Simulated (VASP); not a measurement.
Al5GaN6:

```
Al Ga N
1.0
     3.34195    0.00000    0.00000
    -1.67098    2.89422    0.00000
     0.00000    0.00000   16.37216
Al Ga N
5 1 6
Direct
  0.33333 0.66667 0.83333
  0.66667 0.33333 0.66667
  0.33333 0.66667 0.33333
  0.66667 0.33333 0.16667
  0.00000 0.00000 0.00000
  0.00000 0.00000 0.50000
  0.66667 0.33333 0.91667
  0.00000 0.00000 0.75000
  0.33333 0.66667 0.58333
  0.66667 0.33333 0.41667
  0.00000 0.00000 0.25000
  0.33333 0.66667 0.08333
```

- Program: VASP 6.6.1
- Task: relaxation of cell and atoms
- Functional: PBE
- Potentials or basis: VASP PAW PBE potentials, release 64 (Al, Ga_d, N)
- Cutoff: 600 eV
- k mesh: 6 × 6 × 1
- Occupations: gaussian, width 0.1 eV
- Spin: no spin polarisation

At the start: pressure -42.0 GPa; volume 13.20 Å³/atom.

**Question.** Where does the relaxation end?

**Answer.** Over 11 steps the energy falls by 882.0 meV/atom and the volume is 8.63 Å³/atom (-34.6 %); space group P-3m1 (No. 164, to 0.1 Å) before and after.

The path:
| step | energy change (eV) | largest force (eV/Å) | pressure (GPa) | volume (Å³) |
| --- | --- | --- | --- | --- |
| 1 | 0.0000 | 0.6645 | -42.02 | 158.36 |
| 2 | -9.1405 | 1.0920 | 40.14 | 91.54 |
| 3 | -10.5092 | 0.9606 | -0.13 | 103.89 |
| 4 | -10.5045 | 0.9681 | 2.08 | 102.95 |
| 5 | -10.5568 | 0.3508 | 2.29 | 102.82 |
| 6 | -10.5572 | 0.3526 | 2.31 | 102.80 |
| 7 | -10.5698 | 0.2231 | -1.97 | 104.58 |
| 8 | -10.5728 | 0.2302 | -0.74 | 104.04 |
| 9 | -10.5799 | 0.0956 | -0.40 | 103.89 |
| 10 | -10.5819 | 0.1305 | -0.10 | 103.76 |
| 11 | -10.5840 | 0.0297 | 0.27 | 103.60 |

Final structure:
```
Al Ga N
1.0
     2.90064    0.00000    0.00000
    -1.45032    2.51203    0.00000
     0.00000    0.00000   14.21824
Al Ga N
5 1 6
Direct
  0.33333 0.66667 0.83508
  0.66667 0.33333 0.67009
  0.33333 0.66667 0.32991
  0.66667 0.33333 0.16492
  0.00000 0.00000 0.00000
  0.00000 0.00000 0.50000
  0.66667 0.33333 0.91755
  0.00000 0.00000 0.75258
  0.33333 0.66667 0.58905
  0.66667 0.33333 0.41095
  0.00000 0.00000 0.24742
  0.33333 0.66667 0.08245
```

Caveat: the volume moved by over 15 % at a fixed basis, so the end points are rough.
